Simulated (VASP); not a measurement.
The system is W.

```
W
1.0
    -1.59730    1.59730    1.59730
     1.59730   -1.59730    1.59730
     1.59730    1.59730   -1.59730
W
1
Direct
  0.00000 0.00000 0.00000
```

Base run:

| Quantity | Value |
| --- | --- |
| Program | VASP 6.6.1 |
| Functional | PBE |
| Potentials or basis | VASP PAW PBE potentials, release 64 (W_sv) |
| Cutoff | 520 eV |
| k mesh | 14 × 14 × 14 |
| Occupations | fermi-dirac, width 0.03 eV |
| Spin | no spin polarisation |

Its results: pressure -2.1 GPa.

Task: The run is repeated on the same cell with these changes: spin from no spin polarisation to non-collinear spin, zero start, spin-orbit coupling; further incar settings from ALGO = Normal; EDIFF = 1e-07; NBANDS = 13 to ALGO = Normal; EDIFF = 1e-07; NBANDS = 25. What comes out?

Result: Pressure -1.3 GPa; net moment 0.00 μB per cell.
